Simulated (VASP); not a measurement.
Wanted: the native input for a VASP 6.6.1 run.

- Task: dielectric tensor
- Functional: r2SCAN
- Potentials or basis: VASP PAW PBE potentials, release 64 (Si, Ge_d)
- Cutoff: 520 eV
- k mesh: 4 × 4 × 4
- Occupations: gaussian, width 0.01 eV
- Spin: no spin polarisation
- Dipole correction: no
- Further INCAR settings: ALGO = Normal; EDIFF = 1e-08

The structure of Si7Ge lies in POSCAR:

```
Si7Ge
1.0
    5.4684065189      0.0000000000      0.0000000000
    0.0000000000      5.4684065189      0.0000000000
    0.0000000000      0.0000000000      5.4684065189
Si Ge
7 1
Direct
    0.2524916470      0.2524916470      0.2524916470
    0.0000000000      0.5000000000      0.5000000000
    0.5000000000      0.5000000000      0.0000000000
    0.5000000000      0.0000000000      0.5000000000
    0.7475083530      0.2524916470      0.7475083530
    0.7475083530      0.7475083530      0.2524916470
    0.2524916470      0.7475083530      0.7475083530
    0.0000000000      0.0000000000      0.0000000000
```

These files were run (other wordings do the same):

INCAR

```
SYSTEM = Si7Ge
PREC = Accurate ; ENCUT = 520
EDIFF = 1E-8 ; ISMEAR = 0
SIGMA = 0.01 ; LREAL = .FALSE.
LASPH = .TRUE. ; NELM = 100
ALGO = Normal ; ISIF = 2
LWAVE = .FALSE. ; LCHARG = .FALSE.
METAGGA = R2SCAN ; LMIXTAU = .TRUE.
LCALCEPS = .TRUE.
```

KPOINTS

```
Automatic mesh
0
G
  4 4 4
  0 0 0
```

Potentials or basis: VASP PAW PBE potentials, release 64 (Si, Ge_d).

The run is started by

```sh
$ cat potpaw_PBE.64/Si/POTCAR potpaw_PBE.64/Ge_d/POTCAR > POTCAR
$ mpirun -np 1 vasp_std > vasp.out
```

Results of the run:

| Item | Value |
| --- | --- |
| Band gap on the k mesh | 0.60 eV |
| Electronic dielectric tensor (diagonal) | 11.71 |
| Born charges (mean of the diagonal) | Si +0.02, -0.04 (each value once); Ge +0.03 e |

Caveat: the gap is small at this level, which inflates the dielectric constant; semilocal functionals underestimate gaps, and a narrow one can read as zero.

Wall time 2.1 h on 1 thread of Oxide Virtual Turin-like Processor (shared host), peak memory 0.53 GiB.
